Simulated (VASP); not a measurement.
# MoS2 (P6_3/mmc) in VASP: a series of runs

Runs on MoS2. Level: r2SCAN. Tasks: single point.

All numbers are computed with VASP 6.6.1; they aren't measurements. Logs are shortened: lines on timing, memory, paths and dates and some standing lists are left out, and cuts for length are marked.

**Experimental background.**

From “Multiwavelength excitation Raman Scattering Analysis of bulk and 2 dimensional MoS2: Vibrational properties of atomically thin MoS2 layers”, 2015, arxiv:1506.03228, for a bulk crystal of MoS2 at 300 K: band gap 1.3 eV (indirect).

How close the calculation comes is told below.

## 1. The cell of the first run

Symmetry: P6_3/mmc, No. 194, hexagonal system. Conventional cell: a = 3.184 Å, b = 3.184 Å, c = 12.975 Å, α = 90.00°, β = 90.00°, γ = 120.00°. Within 3.2 Å of Mo (site symmetry -6m2) lie 6 S at 2.41 Å and 6 Mo at 3.18 Å. S (site symmetry 3m) has 3 Mo at 2.41 Å and 7 S at 3.11 to 3.18 Å within 3.2 Å.

## 2. Single point, r2SCAN

POSCAR reads:

```
MoS2
1.0
    3.1844193389      0.0000000000      0.0000000000
   -1.5922096694      2.7577880437      0.0000000000
    0.0000000000      0.0000000000     12.9745313354
Mo S
2 4
Direct
    0.3333333333      0.6666666667      0.2500000000
    0.6666666667      0.3333333333      0.7500000000
    0.3333333333      0.6666666667      0.6303292350
    0.6666666667      0.3333333333      0.1303292350
    0.3333333333      0.6666666667      0.8696707650
    0.6666666667      0.3333333333      0.3696707650
```

INCAR.step1 reads:

```
SYSTEM = MoS2
PREC     = Accurate       ! precision mode
ENCUT    = 520            ! plane-wave cutoff, eV
ISMEAR   = 0              ! smearing method
SIGMA    = 0.02           ! smearing width, eV
LREAL    = .False.        ! projectors in reciprocal space
LASPH    = .True.         ! aspherical terms in the spheres
NELM     = 100            ! most SCF steps
NBANDS   = 35             ! bands
GGA      = PE             ! functional
ALGO     = Normal         ! electronic algorithm
EDIFF    = 1E-4           ! SCF threshold, eV
LWAVE    = .True.         ! write WAVECAR
LCHARG   = .False.        ! write CHGCAR
```

INCAR.step2 reads:

```
SYSTEM = MoS2
PREC     = Accurate       ! precision mode
ENCUT    = 520            ! plane-wave cutoff, eV
EDIFF    = 1E-7           ! SCF threshold, eV
ISMEAR   = 0              ! smearing method
SIGMA    = 0.02           ! smearing width, eV
LREAL    = .False.        ! projectors in reciprocal space
LASPH    = .True.         ! aspherical terms in the spheres
NELM     = 100            ! most SCF steps
ALGO     = Normal         ! electronic algorithm
ISIF     = 2              ! what is computed and relaxed
LWAVE    = .False.        ! write WAVECAR
LCHARG   = .False.        ! write CHGCAR
METAGGA  = R2SCAN         ! meta-GGA
LMIXTAU  = .True.       
NBANDS   = 35             ! bands
ISTART   = 1
```

KPOINTS reads:

```
Automatic mesh
0
Gamma
  12 12 4
  0 0 0
```

Potentials or basis: VASP PAW PBE potentials, release 64 (Mo_sv, S).

The run is started by

```
$ cat potpaw_PBE.64/Mo_sv/POTCAR potpaw_PBE.64/S/POTCAR > POTCAR
$ cp INCAR.step1 INCAR
$ mpirun -np 1 vasp_std > vasp.out
$ cp INCAR.step2 INCAR
$ mpirun -np 1 vasp_std > vasp.out
```

OUTCAR:

```text
SYSTEM = MoS2
   PREC = Accurate
   ENCUT = 520
   EDIFF = 1E-7
   ISMEAR = 0
   LREAL = .False.
   LASPH = .True.
   NELM = 100
   ISIF = 2
   METAGGA = R2SCAN
   ISTART = 1

 ion  position               nearest neighbor table
   1  0.333  0.667  0.250-   4 2.41   6 2.41   4 2.41   6 2.41   4 2.41   6 2.41
   2  0.667  0.333  0.750-   3 2.41   5 2.41   3 2.41   5 2.41   3 2.41   5 2.41
   3  0.333  0.667  0.630-   2 2.41   2 2.41   2 2.41
   4  0.667  0.333  0.130-   1 2.41   1 2.41   1 2.41
   5  0.333  0.667  0.870-   2 2.41   2 2.41   2 2.41
   6  0.667  0.333  0.370-   1 2.41   1 2.41   1 2.41

  LATTYP: Found a hexagonal cell.
 ALAT       =     3.1844193389
 C/A-ratio  =     4.0743790169

  Lattice vectors:

 A1 = (   3.1844193389,   0.0000000000,   0.0000000000)
 A2 = (  -1.5922096694,   2.7577880437,   0.0000000000)
 A3 = (   0.0000000000,   0.0000000000,  12.9745313354)

Analysis of symmetry for initial positions (statically):
=====================================================================
 Subroutine PRICEL returns:
 Original cell was already a primitive cell.

 Routine SETGRP: Setting up the symmetry group for a
 hexagonal supercell.

 Subroutine GETGRP returns: Found 24 space group operations
 (whereof 12 operations were pure point group operations)
 out of a pool of 24 trial point group operations.

The static configuration has the point symmetry D_3d.
 The point group associated with its full space group is D_6h.

Analysis of symmetry for dynamics (positions and initial velocities):
=====================================================================
 Subroutine PRICEL returns:
 Original cell was already a primitive cell.

 Routine SETGRP: Setting up the symmetry group for a
 hexagonal supercell.

 Subroutine GETGRP returns: Found 24 space group operations
 (whereof 12 operations were pure point group operations)
 out of a pool of 24 trial point group operations.

The dynamic configuration has the point symmetry D_3d.
 The point group associated with its full space group is D_6h.

 Subroutine INISYM returns: Found 24 space group operations
 (whereof 12 operations are pure point group operations),
 and found     1 'primitive' translations

----------------------------------------------------------------------------------------

                                     Primitive cell

  volume of cell :     113.9417

  direct lattice vectors                    reciprocal lattice vectors
[... 94 lines left out ...]
   NELM   =    100;   NELMIN=  2; NELMDL=  0     # of ELM steps
   EDIFF  = 0.1E-06   stopping-criterion for ELM
   LREAL  =      F    real-space projection
   EDIFFG = 0.1E-05   stopping-criterion for IOM
   NSW    =      0    number of steps for IOM
   IBRION =     -1    ionic relax: 0-MD 1-quasi-New 2-CG
   NFREE  =      0    steps in history (QN), initial steepest desc. (CG)
   ISIF   =      2    stress and relaxation
   ISYM   =      2    0-nonsym 1-usesym 2-fastsym
   POTIM  = 0.5000    time-step for ionic-motion
   TEBEG  =    0.0;   TEEND  =   0.0 temperature during run
   PSTRESS=    0.0 pullay stress
   NELECT =      52.0000    total number of electrons
   NUPDOWN=      -1.0000    fix difference up-down
   EMIN   =  10.00;   EMAX   =-10.00  energy-range for DOS
   EFERMI =   0.00;   METHOD = LEGACY
   ISMEAR =     0;   SIGMA  =   0.02  broadening in eV -4-tet -1-fermi 0-gaus
   EFERMI_NEDOS =   21; number of points for ismear=-14 and -15
   IALGO  =     38    algorithm
   IMIX   =      4    mixing-type and parameters
     AMIX     =   0.40;   BMIX     =  1.00
     AMIX_MAG =   1.60;   BMIX_MAG =  1.00
  volume/ion in A,a.u.               =      18.99       128.15
  Fermi-wavevector in a.u.,A,eV,Ry     =   1.260419  2.381847 21.614984  1.588657
  Thomas-Fermi vector in A             =   2.393930
   LORBIT       =      0    0 simple, 1 ext, 2 COOP (PROOUT), +10 PAW based schemes
   METAGGA = R2SCAN    functional components
   LHFCALC =     F    Hartree Fock is set to
   AEXX    =    0.0000 exact exchange contribution
   IVDW    =     0    specifies the selected vdW correction
   LEPSILON=     F    determine dielectric tensor
   LRPA    =     F    only Hartree local field effects (RPA)
 non-spin polarized calculation
 Gauss-broadening in eV      SIGMA  =   0.02
  energy-cutoff  :      520.00
  volume of cell :      113.94
 maximum number of plane-waves:      3093
 NGX is ok and might be reduce to    24
   NGX = 11   NGY = 11   NGZ = 49

 number of electron      51.9999991 magnetization

 Free energy of the ion-electron system (eV)
  ---------------------------------------------------
  ext. energy  EPLUGINS =         0.00000000
  ---------------------------------------------------
  free energy    TOTEN  =       -90.08506827 eV

  energy without entropy =      -90.08506827  energy(sigma->0) =      -90.08506827

 E-fermi :   6.6055     XC(G=0): -11.0481

 val. band max:        6.4848915706   @ k =   0.0000   0.0000   0.0000
 cond. band min:       7.6610578854   @ k =   0.3333   0.3333   0.0000
 fundamental gap:      1.1761663148
 Fermi energy:         6.6055044075

 k-point     1 :       0.0000    0.0000    0.0000
  band No.  band energies     occupation
      1     -56.8895      2.00000
      2     -56.8895      2.00000
      3     -30.3016      2.00000
      4     -30.3016      2.00000
      5     -30.0935      2.00000
      6     -30.0935      2.00000
[... 901 lines left out ...]
     34      10.3170      0.00000
     35      13.8304      0.00000

 [... further k-points ...]
[... 5 lines left out ...]
  --------------------------------------------------------------------------------------
  -------------------------------------------------------------------------------------
  Total        0.0516078      0.0516078      0.0018015      0.0000000      0.0000000      0.0000000
  in kB        0.7256769      0.7256769      0.0253317      0.0000000      0.0000000      0.0000000
  external PRESSURE =       0.4922285 kB  Pullay stress =       0.0000000 kB

 VOLUME and BASIS-vectors are now :
 -----------------------------------------------------------------------------
  energy-cutoff  :      520.00
  volume of cell :      113.94
      direct lattice vectors                 reciprocal lattice vectors
     3.184419339  0.000000000  0.000000000     0.314028994  0.181304724  0.000000000
    -1.592209669  2.757788044  0.000000000     0.000000000  0.362609448  0.000000000
     0.000000000  0.000000000 12.974531335     0.000000000  0.000000000  0.077074075

 POSITION                                       TOTAL-FORCE (eV/Angst)
 -----------------------------------------------------------------------------------
     -0.00000      1.83853      3.24363        -0.000000     -0.000000      0.000000
      1.59221      0.91926      9.73090         0.000000      0.000000      0.000000
     -0.00000      1.83853      8.17823        -0.000000      0.000000     -0.002259
      1.59221      0.91926      1.69096        -0.000000      0.000000     -0.002259
     -0.00000      1.83853     11.28357         0.000000     -0.000000      0.002259
      1.59221      0.91926      4.79630        -0.000000      0.000000      0.002259
 -----------------------------------------------------------------------------------
    total drift:                                0.000000     -0.000000      0.000000

  FREE ENERGIE OF THE ION-ELECTRON SYSTEM (eV)
  ---------------------------------------------------
  free  energy   TOTEN  =       -90.0850682679 eV

  energy  without entropy=      -90.0850682679  energy(sigma->0) =      -90.08506827
```

OUTCAR.step1:

```text
SYSTEM = MoS2
   PREC = Accurate
   ENCUT = 520
   ISMEAR = 0
   LREAL = .False.
   LASPH = .True.
   NELM = 100
[... 1151 lines left out ...]
      1.59221      0.91926      1.69096         0.000000      0.000000     -0.131445
     -0.00000      1.83853     11.28357        -0.000000     -0.000000      0.131445
      1.59221      0.91926      4.79630         0.000000      0.000000      0.131445
 -----------------------------------------------------------------------------------
    total drift:                                0.000000     -0.000000      0.000000

  FREE ENERGIE OF THE ION-ELECTRON SYSTEM (eV)
  ---------------------------------------------------
  free  energy   TOTEN  =       -43.6831846513 eV

  energy  without entropy=      -43.6831846513  energy(sigma->0) =      -43.68318465
```

Wall time 7.9 min (1 thread of Intel Xeon Platinum 8488C (Sapphire Rapids), shared host); peak memory 0.35 GiB.

What came out:

- Free energy: -90.0851 eV
- Pressure: 0.0 GPa
- Band gap on the k mesh: 1.18 eV, indirect (least direct gap 1.73 eV)

Forces on the atoms (eV/Å):
```
Mo   0.000  0.000  0.000
Mo   0.000  0.000  0.000
S    0.000  0.000 -0.002
S    0.000  0.000 -0.002
S    0.000  0.000  0.002
S    0.000  0.000  0.002
```

Caveat: the PAW data sets were made with another functional, which shifts forces and pressure a little.

(Part 1 of 2 ends here.)
